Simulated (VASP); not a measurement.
# Co (Pm-3n) in VASP: single point with revPBE

Aim: the single point of Co with revPBE.

Everything below comes from runs of VASP 6.6.1. Logs are shortened: lines on timing, memory, paths and dates and some standing lists are left out, and cuts for length are marked.

### 1 The cell of the first run

Symmetry: Pm-3n, No. 223, cubic system. Conventional cell: a = 4.498 Å, b = 4.498 Å, c = 4.498 Å, α = 90.00°, β = 90.00°, γ = 90.00°. Co (site symmetry m-3) has 12 Co at 2.51 Å within 3.3 Å. Co (site symmetry -4m2) has 14 Co at 2.25 to 2.75 Å within 3.0 Å.

### 2 Single point, revPBE, collinear spin, ferromagnetic start

File INCAR:

```
  ALGO = Normal
  EDIFF = 1E-6
  ENCUT = 520
  GGA = RE
  ISIF = 2
  ISMEAR = -1
  ISPIN = 2
  LASPH = True
  LCHARG = False
  LMAXMIX = 4
  LORBIT = 11
  LREAL = False
  LWAVE = False
  MAGMOM = 1.7 1.7 1.7 1.7 1.7 1.7 1.7 1.7
  NBANDS = 50
  NELM = 150
  PREC = Accurate
  SIGMA = 0.05
```

File KPOINTS:

```
k-points
0
Gamma
  6 6 6
```

File POSCAR:

```
Co
1.0
    4.4978197261      0.0000000000      0.0000000000
    0.0000000000      4.4978197261      0.0000000000
    0.0000000000      0.0000000000      4.4978197261
Co
8
Direct
    1.0000000000      1.0000000000      1.0000000000
    0.5000000000      0.5000000000      0.5000000000
    0.2500000000      0.0000000000      0.5000000000
    0.7500000000      0.0000000000      0.5000000000
    0.5000000000      0.2500000000      0.0000000000
    0.5000000000      0.7500000000      0.0000000000
    1.0000000000      0.5000000000      0.2500000000
    1.0000000000      0.5000000000      0.7500000000
```

Potentials or basis: VASP PAW PBE potentials, release 64 (Co).

The run is started by

```bash
cat potpaw_PBE.64/Co/POTCAR > POTCAR
mpirun -np 1 vasp_std > vasp.out
```

OUTCAR:

```text
EDIFF = 1E-6
   ENCUT = 520
   GGA = RE
   ISIF = 2
   ISMEAR = -1
   ISPIN = 2
   LASPH = True
   LORBIT = 11
   LREAL = False
   NELM = 150
   PREC = Accurate

 ion  position               nearest neighbor table
   1  0.000  0.000  0.000-   3 2.51   4 2.51   5 2.51   6 2.51   7 2.51   8 2.51   3 2.51   4 2.51
                             7 2.51   8 2.51   5 2.51   6 2.51
   2  0.500  0.500  0.500-   3 2.51   4 2.51   5 2.51   6 2.51   7 2.51   8 2.51   5 2.51   6 2.51
                             3 2.51   4 2.51   7 2.51   8 2.51
   3  0.250  0.000  0.500-   4 2.25   4 2.25   1 2.51   1 2.51   2 2.51   2 2.51   8 2.75   5 2.75
                             5 2.75   6 2.75   6 2.75   7 2.75   8 2.75   7 2.75
   4  0.750  0.000  0.500-   3 2.25   3 2.25   1 2.51   1 2.51   2 2.51   2 2.51   8 2.75   5 2.75
                             5 2.75   6 2.75   6 2.75   7 2.75   8 2.75   7 2.75
   5  0.500  0.250  0.000-   6 2.25   6 2.25   1 2.51   2 2.51   2 2.51   1 2.51   8 2.75   4 2.75
                             3 2.75   4 2.75   3 2.75   7 2.75   7 2.75   8 2.75
   6  0.500  0.750  0.000-   5 2.25   5 2.25   1 2.51   2 2.51   2 2.51   1 2.51   8 2.75   4 2.75
                             3 2.75   4 2.75   3 2.75   7 2.75   7 2.75   8 2.75
   7  0.000  0.500  0.250-   8 2.25   8 2.25   1 2.51   2 2.51   1 2.51   2 2.51   3 2.75   4 2.75
                             5 2.75   3 2.75   4 2.75   6 2.75   5 2.75   6 2.75
   8  0.000  0.500  0.750-   7 2.25   7 2.25   1 2.51   2 2.51   1 2.51   2 2.51   3 2.75   4 2.75
                             5 2.75   3 2.75   4 2.75   6 2.75   5 2.75   6 2.75

  LATTYP: Found a simple cubic cell.
 ALAT       =     4.4978197261

  Lattice vectors:

 A1 = (   4.4978197261,   0.0000000000,   0.0000000000)
 A2 = (   0.0000000000,   4.4978197261,   0.0000000000)
 A3 = (   0.0000000000,   0.0000000000,   4.4978197261)

Analysis of symmetry for initial positions (statically):
=====================================================================
 Subroutine PRICEL returns:
 Original cell was already a primitive cell.

 Routine SETGRP: Setting up the symmetry group for a
 simple cubic supercell.

 Subroutine GETGRP returns: Found 48 space group operations
 (whereof 24 operations were pure point group operations)
 out of a pool of 48 trial point group operations.

The static configuration has the point symmetry T_h .
 The point group associated with its full space group is O_h .

Analysis of symmetry for dynamics (positions and initial velocities):
=====================================================================
 Subroutine PRICEL returns:
 Original cell was already a primitive cell.

 Routine SETGRP: Setting up the symmetry group for a
 simple cubic supercell.

 Subroutine GETGRP returns: Found 48 space group operations
 (whereof 24 operations were pure point group operations)
 out of a pool of 48 trial point group operations.

The dynamic configuration has the point symmetry T_h .
 The point group associated with its full space group is O_h .

Analysis of structural, dynamic, and magnetic symmetry:
=====================================================================
 Subroutine PRICEL returns:
 Original cell was already a primitive cell.

 Routine SETGRP: Setting up the symmetry group for a
 simple cubic supercell.

 Subroutine GETGRP returns: Found 48 space group operations
 (whereof 24 operations were pure point group operations)
 out of a pool of 48 trial point group operations.

The overall configuration has the point symmetry T_h .
 The point group associated with its full space group is O_h .

 Subroutine INISYM returns: Found 48 space group operations
 (whereof 24 operations are pure point group operations),
 and found     1 'primitive' translations

----------------------------------------------------------------------------------------

                                     Primitive cell

  volume of cell :      90.9926

  direct lattice vectors                    reciprocal lattice vectors
     4.497819726  0.000000000  0.000000000     0.222329942  0.000000000  0.000000000
     0.000000000  4.497819726  0.000000000     0.000000000  0.222329942  0.000000000
     0.000000000  0.000000000  4.497819726     0.000000000  0.000000000  0.222329942

  length of vectors
[... 75 lines left out ...]
   dimension x,y,z NGXF=    72 NGYF=   72 NGZF=   72
   ions per type =               8
   NGX,Y,Z   is equivalent  to a cutoff of  13.31, 13.31, 13.31 a.u.
   NGXF,Y,Z  is equivalent  to a cutoff of  26.61, 26.61, 26.61 a.u.
 SYSTEM =  unknown system
   PREC   = accura    normal or accurate (medium, high low for compatibility)
   ISTART =      0    job   : 0-new  1-cont  2-samecut
   ICHARG =      2    charge: 1-file 2-atom 10-const
   ISPIN  =      2    spin polarized calculation?
   LNONCOLLINEAR =      F non collinear calculations
   LSORBIT =      F    spin-orbit coupling
   LASPH  =      T    aspherical Exc in radial PAW
   ENCUT  =  520.0 eV  38.22 Ry    6.18 a.u.   8.36  8.36  8.36*2*pi/ulx,y,z
   NELM   =    150;   NELMIN=  2; NELMDL= -5     # of ELM steps
   EDIFF  = 0.1E-05   stopping-criterion for ELM
   LREAL  =      F    real-space projection
   EDIFFG = 0.1E-04   stopping-criterion for IOM
   NSW    =      0    number of steps for IOM
   IBRION =     -1    ionic relax: 0-MD 1-quasi-New 2-CG
   NFREE  =      0    steps in history (QN), initial steepest desc. (CG)
   ISIF   =      2    stress and relaxation
   ISYM   =      2    0-nonsym 1-usesym 2-fastsym
   POTIM  = 0.5000    time-step for ionic-motion
   TEBEG  =    0.0;   TEEND  =   0.0 temperature during run
   PSTRESS=    0.0 pullay stress
   NELECT =      72.0000    total number of electrons
   NUPDOWN=      -1.0000    fix difference up-down
   EMIN   =  10.00;   EMAX   =-10.00  energy-range for DOS
   EFERMI =   0.00;   METHOD = LEGACY
   ISMEAR =    -1;   SIGMA  =   0.05  broadening in eV -4-tet -1-fermi 0-gaus
   EFERMI_NEDOS =   21; number of points for ismear=-14 and -15
   IALGO  =     38    algorithm
   IMIX   =      4    mixing-type and parameters
     AMIX     =   0.40;   BMIX     =  1.00
     AMIX_MAG =   1.60;   BMIX_MAG =  1.00
  volume/ion in A,a.u.               =      11.37        76.76
  Fermi-wavevector in a.u.,A,eV,Ry     =   1.514201  2.861426 31.195514  2.292806
  Thomas-Fermi vector in A             =   2.623890
   LORBIT       =     11    0 simple, 1 ext, 2 COOP (PROOUT), +10 PAW based schemes
   GGA     = RE    functional components
   LHFCALC =     F    Hartree Fock is set to
   AEXX    =    0.0000 exact exchange contribution
   IVDW    =     0    specifies the selected vdW correction
   LEPSILON=     F    determine dielectric tensor
   LRPA    =     F    only Hartree local field effects (RPA)
 spin polarized calculation
  energy-cutoff  :      520.00
  volume of cell :       90.99
 maximum number of plane-waves:      2470
 NGX is ok and might be reduce to    36
   NGX = 17   NGY = 17   NGZ = 17

 number of electron      71.9999905 magnetization      13.7849326

 Free energy of the ion-electron system (eV)
  ---------------------------------------------------
  ext. energy  EPLUGINS =         0.00000000
  ---------------------------------------------------
  free energy    TOTEN  =       -52.31313561 eV

  energy without entropy =      -52.23143864  energy(sigma->0) =      -52.27228713

 E-fermi :   9.9784     XC(G=0): -13.0371

 val. band max:        9.9715128903   @ k =   0.1667   0.1667   0.1667
 cond. band min:       9.9846867307   @ k =   0.5000   0.5000   0.5000
 fundamental gap:      0.0131738404
 Fermi energy:         9.9784354780

 spin component 1

 k-point     1 :       0.0000    0.0000    0.0000
  band No.  band energies     occupation
      1       1.0899      1.00000
      2       4.7383      1.00000
      3       4.7383      1.00000
      4       5.3781      1.00000
      5       5.5037      1.00000
      6       5.5037      1.00000
[... 1009 lines left out ...]
     47       9.9847      0.46878
     48       9.9847      0.46878
 Fermi energy:         9.9784354780

 spin component 2

 k-point     1 :       0.0000    0.0000    0.0000
  band No.  band energies     occupation
      1       1.0723      1.00000
      2       5.6500      1.00000
      3       5.6500      1.00000
      4       6.1313      1.00000
      5       6.9570      1.00000
      6       6.9570      1.00000
[... 1009 lines left out ...]
     47      11.5108      0.00000
     48      11.5108      0.00000
 [bands above 48 left out]

------------------------ aborting loop because EDIFF is reached ----------------------------------------

  FORCE on cell =-STRESS in cart. coord.  units (eV):
  Direction    XX          YY          ZZ          XY          YZ          ZX
  --------------------------------------------------------------------------------------
  -------------------------------------------------------------------------------------
  Total       -0.3230116     -0.3230116     -0.3230116      0.0000000      0.0000000     -0.0000000
  in kB       -5.6875144     -5.6875144     -5.6875144      0.0000000      0.0000000     -0.0000000
  external PRESSURE =      -5.6875144 kB  Pullay stress =       0.0000000 kB

 VOLUME and BASIS-vectors are now :
 -----------------------------------------------------------------------------
  energy-cutoff  :      520.00
  volume of cell :       90.99
      direct lattice vectors                 reciprocal lattice vectors
     4.497819726  0.000000000  0.000000000     0.222329942  0.000000000  0.000000000
     0.000000000  4.497819726  0.000000000     0.000000000  0.222329942  0.000000000
     0.000000000  0.000000000  4.497819726     0.000000000  0.000000000  0.222329942

 POSITION                                       TOTAL-FORCE (eV/Angst)
 -----------------------------------------------------------------------------------
      0.00000      0.00000      0.00000         0.000000      0.000000     -0.000000
      2.24891      2.24891      2.24891         0.000000      0.000000     -0.000000
      1.12445      0.00000      2.24891         0.000000     -0.000000      0.000000
      3.37336      0.00000      2.24891        -0.000000      0.000000     -0.000000
      2.24891      1.12445      0.00000        -0.000000      0.000000      0.000000
      2.24891      3.37336      0.00000         0.000000     -0.000000     -0.000000
      0.00000      2.24891      1.12445         0.000000     -0.000000      0.000000
      0.00000      2.24891      3.37336        -0.000000      0.000000     -0.000000
 -----------------------------------------------------------------------------------
    total drift:                                0.000000      0.000000     -0.000000

  FREE ENERGIE OF THE ION-ELECTRON SYSTEM (eV)
  ---------------------------------------------------
  free  energy   TOTEN  =       -52.3131356113 eV

  energy  without entropy=      -52.2314386390  energy(sigma->0) =      -52.27228713

 total charge

# of ion       s       p       d       tot
------------------------------------------
    1        0.480   0.501   7.238   8.219
    2        0.480   0.501   7.238   8.219
    3        0.475   0.488   7.238   8.201
    4        0.475   0.488   7.238   8.201
    5        0.475   0.488   7.238   8.201
    6        0.475   0.488   7.238   8.201
    7        0.475   0.488   7.238   8.201
    8        0.475   0.488   7.238   8.201
--------------------------------------------------
tot          3.810   3.928  57.904  65.642

 magnetization (x)

# of ion       s       p       d       tot
------------------------------------------
    1       -0.014  -0.056   1.768   1.699
    2       -0.014  -0.056   1.768   1.699
    3       -0.007  -0.048   1.821   1.766
    4       -0.007  -0.048   1.821   1.766
    5       -0.007  -0.048   1.821   1.766
    6       -0.007  -0.048   1.821   1.766
    7       -0.007  -0.048   1.821   1.766
    8       -0.007  -0.048   1.821   1.766
--------------------------------------------------
tot         -0.066  -0.403  14.463  13.993
```

It took 8.1 min on 1 thread of AMD EPYC 7R13, shared host; peak memory 0.27 GiB.

What came out:

```
Free energy                                           : -52.3131 eV
Pressure                                              : -0.6 GPa
Net moment                                            : 13.78 μB per cell
Site moments                                          : Co +1.70, +1.77 (each value once) μB
Valence electrons inside the program's atomic spheres : Co 8.22, 8.20 (each value once)
```

Levels at points of the mesh, in eV from the Fermi level:
Spin up:
```
           k point  band 39  band 40  band 41  band 42  band 43  band 44  band 45  band 46  band 47  band 48
(0.00, 0.00, 0.00)    -1.12    -1.12    -1.12     0.82     0.82     0.82     2.41     2.41     2.70     7.89
(0.50, 0.00, 0.00)    -1.15    -1.15    -0.68    -0.68     1.62     1.62     2.22     2.22     4.11     4.11
(0.50, 0.50, 0.00)    -1.18    -1.18    -1.03    -0.85    -0.85    -0.58     2.08     3.69     3.69     5.07
(0.50, 0.50, 0.50)    -1.31    -1.31    -0.18    -0.18    -0.18    -0.18    -0.18    -0.18     0.01     0.01
```
Spin down:
| k point | band 25 | band 26 | band 27 | band 28 | band 29 | band 30 | band 31 | band 32 | band 33 | band 34 |
| --- | --- | --- | --- | --- | --- | --- | --- | --- | --- | --- |
| (0.00, 0.00, 0.00) | -0.90 | -0.10 | -0.10 | -0.10 | -0.06 | -0.06 | -0.06 | 0.05 | 0.05 | 0.48 |
| (0.50, 0.00, 0.00) | -0.58 | -0.58 | -0.38 | -0.38 | -0.20 | -0.20 | 0.21 | 0.21 | 0.44 | 0.44 |
| (0.50, 0.50, 0.00) | -0.76 | -0.76 | -0.64 | -0.39 | -0.02 | 0.20 | 0.22 | 0.28 | 0.28 | 0.35 |
| (0.50, 0.50, 0.50) | -0.19 | -0.19 | -0.19 | -0.19 | -0.19 | -0.19 | 0.54 | 0.54 | 0.54 | 0.54 |

Caveat: the PAW data sets were made with another functional, which shifts forces and pressure a little.
